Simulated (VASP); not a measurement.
# WS2 (Cm) in VASP: single point with PBEsol

Aim: the single point of WS2 with PBEsol.

All numbers are computed with VASP 6.6.1; they aren't measurements. Logs are shortened: lines on timing, memory, paths and dates and some standing lists are left out, and cuts for length are marked.

## (1) The cell of the first run

Symmetry: Cm, No. 8, monoclinic system. Conventional cell: a = 12.870 Å, b = 3.148 Å, c = 5.452 Å, α = 90.00°, β = 98.12°, γ = 90.00°. Within 3.2 Å of W (site symmetry m) lie 6 S at 2.37 to 2.43 Å and 6 W at 3.15 Å. Within 3.2 Å of W (site symmetry m) lie 6 S at 2.37 to 2.43 Å and 6 W at 3.15 Å. S (site symmetry m) has 3 W at 2.42 to 2.43 Å and 7 S at 3.13 to 3.16 Å within 3.2 Å. S (site symmetry m) has 3 W at 2.37 to 2.38 Å and 7 S at 3.13 to 3.16 Å within 3.2 Å. Within 3.2 Å of S (site symmetry m) lie 3 W at 2.37 to 2.38 Å and 7 S at 3.12 to 3.17 Å. S (site symmetry m) has 3 W at 2.42 to 2.43 Å and 7 S at 3.12 to 3.17 Å within 3.2 Å.

## (2) Single point, PBEsol (atoms displaced along a vibrational mode)

INCAR

```
SYSTEM = WS2
ALGO     = Normal         ! electronic algorithm
EDIFF    = 1E-7           ! SCF threshold, eV
ENCUT    = 520            ! plane-wave cutoff, eV
GGA      = PS             ! functional
ISIF     = 2              ! what is computed and relaxed
ISMEAR   = 0              ! smearing method
LASPH    = .True.         ! aspherical terms in the spheres
LCHARG   = .False.        ! write CHGCAR
LREAL    = .False.        ! projectors in reciprocal space
LWAVE    = .False.        ! write WAVECAR
NBANDS   = 35             ! bands
NELM     = 80             ! most SCF steps
PREC     = Accurate       ! precision mode
SIGMA    = 0.05           ! smearing width, eV
```

KPOINTS

```
k-points
0
Gamma
  10 6 10
  0 0 0
```

POSCAR

```
WS2
1.0
   -3.1476068045      0.0000000000      0.0000000000
    0.0000000000      5.4518149077      0.0000000000
    1.5738034023     -0.9086358179     -6.3704647422
W S
2 4
Direct
    0.5011909613      0.5004157048      0.0023819226
    0.0008235797      0.0002558088      0.0016471594
    0.8753387618      0.6235465105      0.7506775237
    0.3807721440      0.1284904581      0.7615442879
    0.1212681241      0.7097220625      0.2425362481
    0.6267064291      0.2062694553      0.2534128583
```

Potentials or basis: VASP PAW PBE potentials, release 64 (W_sv, S).

Run with:

```bash
> cat potpaw_PBE.64/W_sv/POTCAR potpaw_PBE.64/S/POTCAR > POTCAR
> mpirun -np 1 vasp_std > vasp.out
```

OUTCAR:

```text
SYSTEM = WS2
   EDIFF = 1E-7
   ENCUT = 520
   GGA = PS
   ISIF = 2
   ISMEAR = 0
   LASPH = .True.
   LREAL = .False.
   NELM = 80
   PREC = Accurate

 ion  position               nearest neighbor table
   1  0.501  0.500  0.002-   4 2.37   5 2.38   5 2.38   3 2.42   3 2.42   6 2.43   2 3.15   2 3.15
                             2 3.15   2 3.15
   2  0.001  0.000  0.002-   5 2.37   4 2.38   4 2.38   6 2.42   6 2.42   3 2.43   1 3.15   1 3.15
                             1 3.15   1 3.15
   3  0.875  0.624  0.751-   1 2.42   1 2.42   2 2.43
   4  0.381  0.128  0.762-   1 2.37   2 2.38   2 2.38
   5  0.121  0.710  0.243-   2 2.37   1 2.38   1 2.38
   6  0.627  0.206  0.253-   2 2.42   2 2.42   1 2.43

  LATTYP: Found a base centered monoclinic cell.
 ALAT       =    12.8698780229
 B/A-ratio  =     0.2445716112
 C/A-ratio  =     0.4236104568
 COS(beta)  =    -0.1412034856

  Lattice vectors:

 A1 = (   1.5738034023,  -0.9086358179,  -6.3704647422)
 A2 = (  -1.5738034022,  -0.9086358179,  -6.3704647422)
 A3 = (   0.0000000000,   5.4518149077,   0.0000000000)

Analysis of symmetry for initial positions (statically):
=====================================================================
 Subroutine PRICEL returns:
 Original cell was already a primitive cell.

 Routine SETGRP: Setting up the symmetry group for a
 base centered monoclinic supercell.

 Subroutine GETGRP returns: Found  2 space group operations
 (whereof  2 operations were pure point group operations)
 out of a pool of  4 trial point group operations.

The static configuration has the point symmetry C_1h.

Analysis of symmetry for dynamics (positions and initial velocities):
=====================================================================
 Subroutine PRICEL returns:
 Original cell was already a primitive cell.

 Routine SETGRP: Setting up the symmetry group for a
 base centered monoclinic supercell.

 Subroutine GETGRP returns: Found  2 space group operations
 (whereof  2 operations were pure point group operations)
 out of a pool of  4 trial point group operations.

The dynamic configuration has the point symmetry C_1h.

 Subroutine INISYM returns: Found  2 space group operations
 (whereof  2 operations are pure point group operations),
 and found     1 'primitive' translations

----------------------------------------------------------------------------------------

                                     Primitive cell

  volume of cell :     109.3183

  direct lattice vectors                    reciprocal lattice vectors
    -3.147606805  0.000000000  0.000000000    -0.317701690  0.000000000 -0.078487209
     0.000000000  5.451814908  0.000000000     0.000000000  0.183425156 -0.026162403
     1.573803402 -0.908635818 -6.370464742     0.000000000  0.000000000 -0.156974419

  length of vectors
     3.147606805  5.451814908  6.624597892     0.327253122  0.185281567  0.156974419

  position of ions in fractional coordinates (direct lattice)
     0.501190961  0.500415705  0.002381923
     0.000823580  0.000255809  0.001647159
     0.875338762  0.623546510  0.750677524
     0.380772144  0.128490458  0.761544288
     0.121268124  0.709722062  0.242536248
     0.626706429  0.206269455  0.253412858

  ion indices of the primitive-cell ions
   primitive index   ion index
                 1           1
                 2           2
                 3           3
                 4           4
                 5           5
                 6           6

----------------------------------------------------------------------------------------

 KPOINTS: k-points

Automatic generation of k-mesh.
 Grid dimensions read from file:
 generate k-points for:   10    6   10

 Generating k-lattice:

  Cartesian coordinates                     Fractional coordinates (reciprocal lattice)
    -0.031770169  0.000000000 -0.007848721     0.100000000  0.000000000  0.000000000
     0.000000000  0.030570859 -0.004360401     0.000000000  0.166666667 -0.000000000
     0.000000000  0.000000000 -0.015697442     0.000000000  0.000000000  0.100000000

  Length of vectors
     0.032725312  0.030880261  0.015697442

  Shift w.r.t. Gamma in fractional coordinates (k-lattice)
     0.000000000  0.000000000  0.000000000

 Subroutine IBZKPT returns following result:
 ===========================================

 Found    172 irreducible k-points:

 Following reciprocal coordinates:
            Coordinates               Weight
  0.000000  0.000000  0.000000      1.000000
  0.100000  0.000000  0.000000      4.000000
  0.200000  0.000000  0.000000      4.000000
  0.300000  0.000000  0.000000      4.000000
  0.400000  0.000000 -0.000000      4.000000
  0.500000  0.000000  0.000000      2.000000
[... 16 lines left out ...]
 -0.400000  0.333333  0.000000      4.000000
 -0.300000  0.333333  0.000000      4.000000
 [... further k-points ...]
   k-points           NKPTS =    172   k-points in BZ     NKDIM =    172   number of bands    NBANDS=     35
   number of dos      NEDOS =    301   number of ions     NIONS =      6
   total plane-waves  NPLWV =  50400
   dimension x,y,z NGX =    24 NGY =   42 NGZ =   50
   dimension x,y,z NGXF=    48 NGYF=   84 NGZF=  100
   ions per type =               2   4
   NGX,Y,Z   is equivalent  to a cutoff of  12.68, 12.81, 12.55 a.u.
   NGXF,Y,Z  is equivalent  to a cutoff of  25.35, 25.61, 25.10 a.u.
 SYSTEM =  WS2
   PREC   = accura    normal or accurate (medium, high low for compatibility)
   ISTART =      0    job   : 0-new  1-cont  2-samecut
   ICHARG =      2    charge: 1-file 2-atom 10-const
   ISPIN  =      1    spin polarized calculation?
   LNONCOLLINEAR =      F non collinear calculations
   LSORBIT =      F    spin-orbit coupling
   LASPH  =      T    aspherical Exc in radial PAW
   ENCUT  =  520.0 eV  38.22 Ry    6.18 a.u.   5.85 10.14 12.32*2*pi/ulx,y,z
   NELM   =     80;   NELMIN=  2; NELMDL= -5     # of ELM steps
   EDIFF  = 0.1E-06   stopping-criterion for ELM
   LREAL  =      F    real-space projection
   EDIFFG = 0.1E-05   stopping-criterion for IOM
   NSW    =      0    number of steps for IOM
   IBRION =     -1    ionic relax: 0-MD 1-quasi-New 2-CG
   NFREE  =      0    steps in history (QN), initial steepest desc. (CG)
   ISIF   =      2    stress and relaxation
   ISYM   =      2    0-nonsym 1-usesym 2-fastsym
   POTIM  = 0.5000    time-step for ionic-motion
   TEBEG  =    0.0;   TEEND  =   0.0 temperature during run
   PSTRESS=    0.0 pullay stress
   NELECT =      52.0000    total number of electrons
   NUPDOWN=      -1.0000    fix difference up-down
   EMIN   =  10.00;   EMAX   =-10.00  energy-range for DOS
   EFERMI =   0.00;   METHOD = LEGACY
   ISMEAR =     0;   SIGMA  =   0.05  broadening in eV -4-tet -1-fermi 0-gaus
   EFERMI_NEDOS =   21; number of points for ismear=-14 and -15
   IALGO  =     38    algorithm
   IMIX   =      4    mixing-type and parameters
     AMIX     =   0.40;   BMIX     =  1.00
     AMIX_MAG =   1.60;   BMIX_MAG =  1.00
  volume/ion in A,a.u.               =      18.22       122.95
  Fermi-wavevector in a.u.,A,eV,Ry     =   1.277944  2.414963 22.220219  1.633140
  Thomas-Fermi vector in A             =   2.410515
   LORBIT       =      0    0 simple, 1 ext, 2 COOP (PROOUT), +10 PAW based schemes
   GGA     = PS    functional components
   LHFCALC =     F    Hartree Fock is set to
   AEXX    =    0.0000 exact exchange contribution
   IVDW    =     0    specifies the selected vdW correction
   LEPSILON=     F    determine dielectric tensor
   LRPA    =     F    only Hartree local field effects (RPA)
 non-spin polarized calculation
 Gauss-broadening in eV      SIGMA  =   0.05
  energy-cutoff  :      520.00
  volume of cell :      109.32
 maximum number of plane-waves:      2964
   NGX = 11   NGY = 21   NGZ = 25

 number of electron      51.9999998 magnetization

 Free energy of the ion-electron system (eV)
  ---------------------------------------------------
  ext. energy  EPLUGINS =         0.00000000
  ---------------------------------------------------
  free energy    TOTEN  =       -50.50876217 eV

  energy without entropy =      -50.50876217  energy(sigma->0) =      -50.50876217

 E-fermi :   7.1780     XC(G=0): -10.9078

 val. band max:        6.9202062745   @ k =   0.0000   0.0000   0.5000
 cond. band min:       8.0895470766   @ k =   0.2000   0.5000   0.0000
 fundamental gap:      1.1693408020
 Fermi energy:         7.1779751354

 k-point     1 :       0.0000    0.0000    0.0000
  band No.  band energies     occupation
      1     -67.5096      2.00000
      2     -67.4888      2.00000
      3     -31.9717      2.00000
      4     -31.7878      2.00000
      5     -31.7176      2.00000
      6     -31.6835      2.00000
[... 27 lines left out ...]
     34      11.0813      0.00000
     35      11.4398      0.00000

 k-point     2 :       0.1000    0.0000    0.0000
  band No.  band energies     occupation
      1     -67.5082      2.00000
      2     -67.4883      2.00000
      3     -31.9603      2.00000
      4     -31.7827      2.00000
      5     -31.7160      2.00000
      6     -31.7064      2.00000
[... 27 lines left out ...]
     34      10.9924      0.00000
     35      11.6655      0.00000

 k-point     3 :       0.2000    0.0000    0.0000
  band No.  band energies     occupation
      1     -67.5044      2.00000
      2     -67.4872      2.00000
      3     -31.9283      2.00000
      4     -31.7690      2.00000
      5     -31.7647      2.00000
      6     -31.7122      2.00000
[... 27 lines left out ...]
     34      11.5771      0.00000
     35      12.2740      0.00000
[... 723 lines left out ...]
 k-point    23 :      -0.4000    0.3333    0.0000
  band No.  band energies     occupation
      1     -67.4937      2.00000
      2     -67.4868      2.00000
      3     -31.9484      2.00000
      4     -31.9237      2.00000
      5     -31.7289      2.00000
      6     -31.7189      2.00000
[... 27 lines left out ...]
     34      10.9840      0.00000
     35      12.5513      0.00000

 k-point    24 :      -0.3000    0.3333    0.0000
  band No.  band energies     occupation
      1     -67.4970      2.00000
      2     -67.4885      2.00000
      3     -31.9111      2.00000
      4     -31.8532      2.00000
      5     -31.7420      2.00000
      6     -31.7322      2.00000
[... 27 lines left out ...]
     34      11.3680      0.00000
     35      13.3421      0.00000

 [... further k-points ...]

------------------------ aborting loop because EDIFF is reached ----------------------------------------

  FORCE on cell =-STRESS in cart. coord.  units (eV):
  Direction    XX          YY          ZZ          XY          YZ          ZX
  --------------------------------------------------------------------------------------
  -------------------------------------------------------------------------------------
  Total        0.1329379      0.1844385      0.1529139     -0.0000000      0.0108822     -0.0000000
  in kB        1.9483481      2.7031451      2.2411190     -0.0000000      0.1594909     -0.0000000
  external PRESSURE =       2.2975374 kB  Pullay stress =       0.0000000 kB

 VOLUME and BASIS-vectors are now :
 -----------------------------------------------------------------------------
  energy-cutoff  :      520.00
  volume of cell :      109.32
      direct lattice vectors                 reciprocal lattice vectors
    -3.147606805  0.000000000  0.000000000    -0.317701690  0.000000000 -0.078487209
     0.000000000  5.451814908  0.000000000     0.000000000  0.183425156 -0.026162403
     1.573803402 -0.908635818 -6.370464742     0.000000000  0.000000000 -0.156974419

 POSITION                                       TOTAL-FORCE (eV/Angst)
 -----------------------------------------------------------------------------------
     -1.57380      2.72601     -0.01517        -0.000000      0.009488      0.191348
      0.00000     -0.00010     -0.01049         0.000000      0.026416     -0.187235
     -1.57380      2.71737     -4.78216         0.000000      0.116120     -0.451794
     -0.00000      0.00854     -4.85139        -0.000000     -0.126240      0.530207
     -0.00000      3.64890     -1.54507         0.000000     -0.216688     -0.532796
     -1.57380      0.89428     -1.61436        -0.000000      0.190904      0.450271
 -----------------------------------------------------------------------------------
    total drift:                                0.000016      0.000009     -0.000180

  FREE ENERGIE OF THE ION-ELECTRON SYSTEM (eV)
  ---------------------------------------------------
  free  energy   TOTEN  =       -50.5087621709 eV

  energy  without entropy=      -50.5087621709  energy(sigma->0) =      -50.50876217
```

Wall time 15 min (1 thread of Intel Xeon 8259CL, shared host); peak memory 0.59 GiB.

Results:

* Free energy: -50.5088 eV
* Pressure: 0.2 GPa
* Largest force: 0.575 eV/Å
* Band gap on the k mesh: 1.17 eV

Forces in eV/Å, atoms in the order of the input:
```
W    0.000  0.009  0.191
W    0.000  0.026 -0.187
S    0.000  0.116 -0.452
S    0.000 -0.126  0.530
S    0.000 -0.217 -0.533
S    0.000  0.191  0.450
```

Levels at points of the mesh, in eV from the valence-band top:
| k point | band 24 | band 25 | band 26 | band 27 | band 28 | band 29 |
| --- | --- | --- | --- | --- | --- | --- |
| (0.00, 0.00, 0.00) | -1.64 | -1.56 | -1.10 | 2.39 | 2.42 | 2.49 |
| (0.50, 0.00, 0.00) | -2.48 | -1.14 | -1.13 | 1.88 | 1.92 | 2.79 |
| (0.00, 0.50, 0.00) | -1.80 | -1.51 | -1.48 | 1.45 | 1.51 | 2.15 |
| (0.50, 0.50, 0.00) | -1.66 | -1.58 | -1.43 | 2.46 | 2.49 | 2.75 |
| (0.00, 0.00, 0.50) | -1.77 | -1.43 | 0.00 | 2.46 | 2.47 | 2.48 |
| (0.00, 0.50, 0.50) | -2.48 | -1.37 | -1.36 | 2.03 | 2.04 | 2.20 |

Caveat: the cell differs from its parent crystal (atoms displaced along a vibrational mode); the PAW data sets were made with another functional, which shifts forces and pressure a little; spin-orbit coupling is left out, which moves the levels of the heavy elements; this functional lacks dispersion, which binds layers or chains, so the pressure and a relaxed spacing across them are unreliable. A k mesh can miss the band edges.
